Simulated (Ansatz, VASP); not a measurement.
**Pb in VASP and in Ansatz**

```
Pb
1.0
     3.39567    0.00000    0.00000
    -1.69783    2.94073    0.00000
     0.00000    0.00000   11.02237
Pb
4
Direct
  0.00000 0.00000 0.00000
  0.00000 0.00000 0.50000
  0.33333 0.66667 0.25000
  0.66667 0.33333 0.75000
```

Alike in both runs: task single point; functional PBEsol; k mesh 12 × 12 × 4; occupations fermi-dirac, width 0.1 eV; no spin polarisation.

|  | VASP | Ansatz |
| --- | --- | --- |
| version | VASP 6.6.1 | Ansatz 0.2.0 |
| potentials or method | VASP PAW PBE potentials, release 64 (Pb_d), cutoff 520 eV | plane waves (420 eV) with PAW, scalar-relativistic |
| valence electrons in the cell | 56 | 56 |

```csv
,VASP,Ansatz,Ansatz less VASP
pressure (GPa),5.0,5.1,+0.08
"traceless stress, the component that is largest in VASP (GPa)",0.44,0.44,0.000
```

VASP's potentials were made for PBE, not for PBEsol, and Ansatz warns of the same on its side. The functional is the same, so the differences come from potentials, cutoffs and numerics.

Spin-orbit coupling is off throughout.
